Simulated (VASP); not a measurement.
A run of VASP 6.6.1 is set up as follows.

The input POSCAR:

```
Pd
1.0
    0.0000000000      1.9395000000      1.9395000000
    1.9395000000      0.0000000000      1.9395000000
    1.9395000000      1.9395000000      0.0000000000
Pd
1
Direct
    0.0000000000      0.0000000000      0.0000000000
```

The input INCAR.step1:

```
ALGO     = Normal         # electronic algorithm
EDIFF    = 1E-5           # SCF threshold, eV
ENCUT    = 550            # plane-wave cutoff, eV
GGA      = PE             # functional
GGA_COMPAT= F            
ISMEAR   = -1             # smearing method
LASPH    = T              # aspherical terms in the spheres
LCHARG   = F              # write CHGCAR
LREAL    = F              # projectors in reciprocal space
LWAVE    = T              # write WAVECAR
NBANDS   = 11             # bands
NELM     = 120            # most SCF steps
PREC     = Accurate       # precision mode
SIGMA    = 0.003          # smearing width, eV
```

File INCAR.step2:

```
ALGO     = Normal         # electronic algorithm
EDIFF    = 1E-6           # SCF threshold, eV
ENCUT    = 550            # plane-wave cutoff, eV
GGA_COMPAT= F            
ISIF     = 2              # what is computed and relaxed
ISMEAR   = -1             # smearing method
ISTART   = 1            
LASPH    = T              # aspherical terms in the spheres
LCHARG   = F              # write CHGCAR
LMIXTAU  = T            
LREAL    = F              # projectors in reciprocal space
LWAVE    = F              # write WAVECAR
METAGGA  = R2SCAN         # meta-GGA
NBANDS   = 11             # bands
NELM     = 120            # most SCF steps
PREC     = Accurate       # precision mode
SIGMA    = 0.003          # smearing width, eV
```

The input KPOINTS:

```
k-points
0
Gamma
  13 13 13
```

Potentials or basis: VASP PAW PBE potentials, release 64 (Pd).

The run is started by

```sh
$ cat potpaw_PBE.64/Pd/POTCAR > POTCAR
$ cp INCAR.step1 INCAR
$ mpirun -np 1 vasp_std > vasp.out
$ cp INCAR.step2 INCAR
$ mpirun -np 1 vasp_std > vasp.out
```

(1) What does it give for the band gap on the k mesh?

(2) Estimate the pressure.

Results:

(1) zero (band 5 reaches 10.08 eV, above the bottom of band 6 at 8.41 eV).

(2) 5.2 GPa.

Caveat: the PAW data sets were made with another functional, which shifts forces and pressure a little.
